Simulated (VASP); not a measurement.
Runs of VASP 6.6.1 on Cl. The structure is that of space group Cmce (No. 64), or close to it. The cells are those of the table. 

```tsv
cell	k mesh	gap on the mesh (eV)	pressure (GPa)	largest force (eV/Å)
a = 4.948, b = 4.948, c = 9.577 Å, angles 90.0, 90.0, 67.0°, 4 atoms	6 × 6 × 3	2.43	(c)	0.99
a = 4.823, b = 4.823, c = 9.335 Å, angles 90.0, 90.0, 67.0°, 4 atoms	6 × 6 × 3	2.69	-0.3	0.21
a = 4.823, b = 4.823, c = 9.335 Å, angles 90.0, 90.0, 67.0°, 4 atoms	7 × 7 × 3	2.70	-0.3	0.21
a = 5.009, b = 5.009, c = 9.694 Å, angles 90.0, 90.0, 67.0°, 4 atoms	6 × 6 × 3	(b)	-1.4	1.30
a = 4.758, b = 4.758, c = 9.209 Å, angles 90.0, 90.0, 67.0°, 4 atoms	6 × 6 × 3	(a)	0.3	0.28
```

Alike in all rows: task single point; level RPBE; potentials or basis VASP PAW PBE potentials, release 64 (Cl); no spin polarisation; cutoff (eV) 520; smearing fermi-dirac 0.05 eV.

Question: Fill in the values left out.

Answer: (a) 2.84; (b) 2.31; (c) -1.1.

Caveats: this functional lacks dispersion, which holds the molecules together, so the pressure and a relaxed volume are unreliable; the PAW data sets were made with another functional, which shifts forces and pressure a little; this functional lacks dispersion, which binds layers or chains, so the pressure and a relaxed spacing across them are unreliable.

A k mesh can miss the band edges.
